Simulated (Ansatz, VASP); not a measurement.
**Au in VASP and in Ansatz**

```
Au
1.0
    -1.65727    1.65727    1.65727
     1.65727   -1.65727    1.65727
     1.65727    1.65727   -1.65727
Au
1
Direct
  0.00000 0.00000 0.00000
```

Alike in both runs: task relaxation of cell and atoms; functional PBE; k mesh 11 × 11 × 11; occupations fermi-dirac, width 0.05 eV; no spin polarisation.

|  | VASP | Ansatz |
| --- | --- | --- |
| version | VASP 6.6.1 | Ansatz 0.2.0 |
| potentials or method | VASP PAW PBE potentials, release 64 (Au) | Ansatz PAW |
| plane-wave cutoff (eV) | 600 | 420 |
| valence electrons in the cell | 11 | 19 |

|  | VASP | Ansatz | Ansatz less VASP |
| --- | --- | --- | --- |
| gap on the k mesh at the Fermi level, each at its own relaxed structure (eV) | none | none | - |
| relaxed volume (Å³/atom) | 18.06 | 18.09 | +0.021 |
| relaxed cell length with the largest relative difference (Å) | 2.863 | 2.864 | +0.0011 |

A gap of «none» marks a metal or a gap that the smearing closes. VASP's potentials hold 11 valence electrons a cell and Ansatz's 19, so a difference there can come from the potentials and not from the codes.

Spin-orbit coupling is off throughout. Noted on Ansatz's run: the plane-wave basis is chosen anew once the cell has moved, so the energies of steps on either side of that aren't comparable.
